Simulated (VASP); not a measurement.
Set up this calculation in VASP 6.6.1, as the native input.

```yaml
Task: single point
Functional: PBE
Potentials_or_basis: VASP PAW PBE potentials, release 64 (C, N, H)
Cutoff: 520 eV
k_mesh: 2 × 2 × 1
Occupations: fermi-dirac, width 0.02 eV
Spin: no spin polarisation
Dipole_correction: no
Further_INCAR_settings: LREAL = Auto; ALGO = Normal; EDIFF = 1e-07; NBANDS = 55
```

The structure of HC18N lies in POSCAR:

```
HC18N
1.0
    7.3980000000      0.0000000000      0.0000000000
   -3.6990000000      6.4068560000      0.0000000000
    0.0000000000      0.0000000000     13.0000000000
C N H
18 1 1
Direct
    0.0052035712     -0.0023114301      0.0733973077
    0.2281100515      0.1085607356      0.0714666154
    0.0064293861      0.3297857795      0.0722462308
    0.2259178797      0.4398865840      0.0724260769
    0.0023840441      0.6601617080      0.0702796154
    0.2254281503      0.7709928239      0.0720695385
    0.3399733530     -0.0023117423      0.0740820769
    0.5579180862      0.1105823199      0.0792853846
    0.3376038571      0.3285513206      0.0738480000
    0.5606316114      0.4409947719      0.0760805385
    0.3320515896      0.6608790646      0.0775806154
    0.5541229687      0.7707249859      0.1036333846
    0.6777643085      0.0045843078      0.0978180000
    0.9005205120      0.1094497832      0.0765028462
    0.6706121173      0.3311485384      0.0759520000
    0.8935871992      0.4405507163      0.0739161538
    0.6729946291      0.6619719563      0.0829160000
    0.8898776269      0.7711042671      0.0749333846
    0.6138958013      0.9007250982      0.2014819231
    0.5118880992      0.9607799832      0.2134181538
```

These files were run (other wordings do the same):

INCAR

```
  PREC = Accurate
  ENCUT = 520
  EDIFF = 1E-7
  ISMEAR = -1
  SIGMA = 0.02
  LREAL = Auto
  LASPH = True
  NELM = 80
  ALGO = Normal
  ISIF = 2
  LWAVE = False
  LCHARG = False
  GGA = PE
  NBANDS = 55
```

KPOINTS

```
regular mesh
0
Gamma
  2 2 1
```

Potentials or basis: VASP PAW PBE potentials, release 64 (C, N, H).

The run is started by

```sh
$ cat potpaw_PBE.64/C/POTCAR potpaw_PBE.64/N/POTCAR potpaw_PBE.64/H/POTCAR > POTCAR
$ mpirun -np 1 vasp_std > vasp.out
```

Results of the run:

| Quantity | Value |
| --- | --- |
| Largest force | 1.871 eV/Å |
| Band gap on the k mesh | 0.27 eV |

Caveat: the k points lie up to 0.49 Å⁻¹ apart; there is no dipole correction, which matters where the two faces differ.

Run time: 8.2 min on 1 thread of Oxide Virtual Turin-like Processor (shared host), peak memory 0.61 GiB.
